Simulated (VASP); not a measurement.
Wanted: the native input for a VASP 6.6.1 run.

```
Task                   : relaxation of cell and atoms
Functional             : PBE
Potentials or basis    : VASP PAW PBE potentials, release 64 (Zn)
Cutoff                 : 600 eV
k mesh                 : 19 × 19 × 19
Occupations            : fermi-dirac, width 0.05 eV
Spin                   : no spin polarisation
Target pressure        : 54 GPa
Dipole correction      : no
Further INCAR settings : ALGO = Normal; EDIFF = 1e-06; IBRION = 2; EDIFFG = -0.005; NSW = 32; ISIF = 3
```

The structure of Zn lies in POSCAR:

```
Zn
1.0
    0.0000000000      1.7591294119      1.7591294119
    1.7591294119      0.0000000000      1.7591294119
    1.7591294119      1.7591294119      0.0000000000
Zn
1
Direct
    0.0000000000      0.0000000000      0.0000000000
```

One way to write it, as run:

INCAR

```
PREC = Accurate
ENCUT = 600
EDIFF = 1E-6
ISMEAR = -1
SIGMA = 0.05
LREAL = F
LASPH = T
NELM = 60
ALGO = Normal
ISIF = 3
LWAVE = F
LCHARG = F
GGA = PE
IBRION = 2
NSW = 32
EDIFFG = -0.005
PSTRESS = 540.0
```

KPOINTS

```
Automatic mesh
0
Gamma
  19 19 19
```

Potentials or basis: VASP PAW PBE potentials, release 64 (Zn).

Run with:

```sh
$ cat potpaw_PBE.64/Zn/POTCAR > POTCAR
$ mpirun -np 1 vasp_std > vasp.out
```

Results of the run:

```json
{
 "Relaxed volume": "10.92 Å³/atom",
 "Relaxed cell": "a = 2.490 Å, b = 2.490 Å, c = 2.490 Å, α = 60.00°, β = 60.00°, γ = 60.00°",
 "Space group after relaxing (to 0.05 Å)": "Fm-3m (No. 225)",
 "Energy change on relaxing (the enthalpy is what falls)": "-11.3 meV/atom",
 "Ionic steps": "3",
 "Pressure after relaxing": "54.1 GPa",
 "Band gap on the k mesh": "zero (band 6 reaches 8.07 eV, above the bottom of band 7 at 5.26 eV)"
}
```

Caveat: the cell is relaxed towards a set pressure, so the enthalpy falls and the energy may rise.

It took 57 s on 1 thread of Intel Xeon 8259CL, on a shared host, peak memory 0.15 GiB.
